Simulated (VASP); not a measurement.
Runs of VASP 6.6.1 on KCl. The structure is that of space group Fm-3m (No. 225), or close to it. The cells are those of the table. 

| task | cell | gap on the mesh (eV) | pressure (GPa) |
| --- | --- | --- | --- |
| electric field gradients | a = 4.441 Å, angles 60.7°, 2 atoms | 4.70 | -2.0 |
| electric field gradients | a = 4.403 Å, angles 60.0°, 2 atoms | 4.85 | -1.4 |
| single point | a = 4.441 Å, angles 60.7°, 2 atoms | 4.70 | -2.0 |
| single point | a = 4.522 Å, angles 60.0°, 2 atoms | 4.59 | -2.5 |
| single point | a = 4.433 Å, angles 60.0°, 2 atoms | 4.78 | (b) |
| single point | a = 4.419, b = 4.419, c = 4.463 Å, angles 59.7, 59.7, 60.7°, 2 atoms | 4.77 | -1.7 |
| single point | a = 4.486, b = 4.486, c = 4.463 Å, angles 60.2, 60.2, 59.7°, 2 atoms | 4.68 | -2.2 |
| electric field gradients | a = 4.397 Å, angles 62.0°, 2 atoms | (c) | (d) |
| electric field gradients | a = 4.531, b = 4.531, c = 4.463 Å, angles 60.5, 60.5, 59.0°, 2 atoms | 4.62 | (a) |
| electric field gradients | a = 4.463 Å, angles 60.0°, 2 atoms | 4.72 | -2.0 |

Alike in all rows: level LDA; potentials or basis VASP PAW LDA potentials, release 64 (K_sv, Cl); no spin polarisation; k mesh 7 × 7 × 7; cutoff (eV) 520; smearing fermi-dirac 0.03 eV.

**Question.** Fill in the values left out.

**Answer.** (a) -2.4; (b) -1.8; (c) 4.66; (d) -2.1.

Caveats: an odd mesh through Γ misses points on the zone boundary, where band edges can lie (at least some runs).
